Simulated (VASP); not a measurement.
Wanted: the native input for a VASP 6.6.1 run.

- Task: single point
- Functional: r2SCAN
- Potentials or basis: VASP PAW PBE potentials, release 64 (Zn, S)
- Cutoff: 520 eV
- k mesh: 7 × 7 × 3
- Occupations: gaussian, width 0.05 eV
- Spin: no spin polarisation
- Dipole correction: no
- Further INCAR settings: ALGO = Normal; EDIFF = 1e-06; NBANDS = 36

ZnS:

```
Zn S
1.0
     2.70465   -2.70465    0.00000
     2.70465    0.00000   -2.70465
     6.49116    4.32744    5.40930
Zn S
3 3
Direct
  0.61665 0.66667 0.12503
  0.68332 0.00000 0.79170
  0.14999 0.33333 0.45837
  0.31665 0.66667 0.87503
  0.78332 0.00000 0.54170
  0.24999 0.33333 0.20837
```

These files were run (other wordings do the same):

POSCAR

```
ZnS
1.0
    2.7046500000     -2.7046500000      0.0000000000
    2.7046500000      0.0000000000     -2.7046500000
    6.4911600000      4.3274400000      5.4093000000
Zn S
3 3
Direct
    0.6166533333      0.6666666667      0.1250333333
   -0.3166800000      0.0000000000      0.7917000000
    0.1499866667      0.3333333333      0.4583666667
    0.3166533333      0.6666666667      0.8750333333
    0.7833200000      1.0000000000      0.5417000000
    0.2499866667      0.3333333333      0.2083666667
```

INCAR.step1

```
SYSTEM = ZnS
ALGO = Normal
EDIFF = 1E-4
ENCUT = 520
GGA = PE
ISMEAR = 0
LASPH = .True.
LCHARG = .False.
LREAL = .False.
LWAVE = .True.
NBANDS = 36
NELM = 60
PREC = Accurate
SIGMA = 0.05
```

INCAR.step2

```
SYSTEM = ZnS
ALGO = Normal
EDIFF = 1E-6
ENCUT = 520
ISIF = 2
ISMEAR = 0
ISTART = 1
LASPH = .True.
LCHARG = .False.
LMIXTAU = .True.
LREAL = .False.
LWAVE = .False.
METAGGA = R2SCAN
NBANDS = 36
NELM = 60
PREC = Accurate
SIGMA = 0.05
```

KPOINTS

```
k-points
0
Gamma
  7 7 3
  0 0 0
```

Potentials or basis: VASP PAW PBE potentials, release 64 (Zn, S).

Launch:

```sh
$ cat potpaw_PBE.64/Zn/POTCAR potpaw_PBE.64/S/POTCAR > POTCAR
$ cp INCAR.step1 INCAR
$ mpirun -np 1 vasp_std > vasp.out
$ cp INCAR.step2 INCAR
$ mpirun -np 1 vasp_std > vasp.out
```

It gave:

The pressure is -1.5 GPa. The largest force is 0.587 eV/Å and the band gap on the k mesh is 1.95 eV, direct.

Caveat: the PAW data sets were made with another functional, which shifts forces and pressure a little.

Run time: 23 min on 1 thread of Oxide Virtual Turin-like Processor, with other jobs on the host, peak memory 0.36 GiB.
